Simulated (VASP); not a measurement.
Crystal: Hg.

```
CELL_PARAMETERS angstrom
2.17718 1.25700 4.03733
-2.17718 1.25700 4.03733
0.00000 -2.51400 4.03733
ATOMIC_POSITIONS crystal
Hg 0.22754 0.22754 0.22754
Hg 0.77246 0.77246 0.77246
```

```yaml
Program: VASP 6.6.1
Task: relaxation of cell and atoms
Functional: PBE
Potentials_or_basis: VASP PAW PBE potentials, release 64 (Hg)
Cutoff: 600 eV
k_mesh: 6 × 6 × 6
Occupations: gaussian, width 0.1 eV
Spin: no spin polarisation
```

At the start: pressure 1.6 GPa; volume 33.15 Å³/atom.

Problem. How do energy, volume and symmetry change on relaxing?

Solution. Over 11 steps the energy falls by 94.4 meV/atom and the volume is 30.48 Å³/atom (-8.0 %); space group R-3m (No. 166, to 0.05 Å).

Step by step:
```csv
step,energy change (eV),largest force (eV/Å),pressure (GPa),volume (Å³)
1,0.0000,0.6439,1.57,66.29
2,-0.0601,0.4325,0.40,69.45
3,-0.0902,0.2876,-0.37,72.93
4,-0.0858,0.1047,-0.70,80.17
5,-0.0936,0.1603,-0.87,77.27
6,-0.0955,0.2165,-0.69,75.08
7,-0.1129,0.2111,-0.68,73.40
8,-0.1562,0.1790,-0.32,68.46
9,-0.1857,0.0547,0.40,59.11
10,-0.1862,0.0700,-0.20,62.33
11,-0.1888,0.0224,-0.08,60.96
```

Final structure:
```cif
data_structure
_symmetry_space_group_name_H-M 'P 1'
_symmetry_Int_Tables_number 1
_cell_length_a 4.3726
_cell_length_b 4.3726
_cell_length_c 4.3726
_cell_angle_alpha 61.391
_cell_angle_beta 61.391
_cell_angle_gamma 61.391
_cell_volume 60.96
loop_
_atom_site_label
_atom_site_type_symbol
_atom_site_fract_x
_atom_site_fract_y
_atom_site_fract_z
_atom_site_occupancy
Hg1 Hg 0.24923 0.24923 0.24923 1
Hg2 Hg 0.75077 0.75077 0.75077 1
```
